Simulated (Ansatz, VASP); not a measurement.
**SnSe2: VASP beside Ansatz**

```xyz
3
Lattice="3.8719 0.0000 0.0000 -1.9360 3.3532 0.0000 0.0000 0.0000 6.9937" Properties=species:S:1:pos:R:3 pbc="T T T"
Sn    0.0000    0.0000    0.0000
Se    0.0000    2.2355    1.5946
Se    1.9360    1.1177    5.3990
```

Alike in both runs: functional PBE; k mesh 12 × 12 × 6; occupations gaussian, width 0.02 eV; no spin polarisation.

Ansatz relaxed the structure, and its values are those at the end. VASP's run is a single point on that final structure, the one shown.

```csv
,VASP,Ansatz
version,VASP 6.6.1,Ansatz 0.2.0
potentials or method,"VASP PAW PBE potentials, release 64 (Sn_d, Se), cutoff 520 eV","scalar-relativistic, plane waves, PAW"
valence electrons in the cell,26,46
```

```tsv
	VASP	Ansatz	Ansatz less VASP
gap on the k mesh at the Fermi level (eV)	0.69	0.69	+0.002
least direct gap on the mesh (eV)	1.08	1.08	+0.003
pressure (GPa)	0.0	0.0	-0.05
rms of the force components (eV/Å)	0.006	0.000	-0.0057
```

With one functional, cell and mesh, what is left measures potentials, basis and numerics. VASP's potentials hold 26 valence electrons a cell and Ansatz's 46, so a difference there can come from the potentials and not from the codes.
